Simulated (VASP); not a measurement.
Input of a VASP 6.6.1 run:

Contents of INCAR:

```
PREC = Accurate ; ENCUT = 520
EDIFF = 1E-7 ; ISMEAR = 1
SIGMA = 0.05 ; LREAL = F
LASPH = T ; NELM = 150
ALGO = Normal ; ISIF = 2
LWAVE = F ; LCHARG = F
ISPIN = 2 ; MAGMOM = 0.5
LORBIT = 11 ; GGA = PE
IVDW = 12 ; NBANDS = 15
```

File KPOINTS:

```
Automatic mesh
0
Gamma
  8 8 8
```

File POSCAR:

```
Ca
1.0
   -2.1519834750      2.1519834750      2.1519834750
    2.1519834750     -2.1519834750      2.1519834750
    2.1519834750      2.1519834750     -2.1519834750
Ca
1
Direct
    0.0000000000      0.0000000000      0.0000000000
```

Potentials or basis: VASP PAW PBE potentials, release 64 (Ca_sv).

Run with:

```sh
$ cat potpaw_PBE.64/Ca_sv/POTCAR > POTCAR
$ mpirun -np 1 vasp_std > vasp.out
```

**Question.** Estimate the pressure.

**Answer.** 0.0 GPa.

**Question.** What does it give for the net moment?

**Answer.** 0.07 μB per cell.

Caveat: a moment this small can come from the mesh or the smearing.
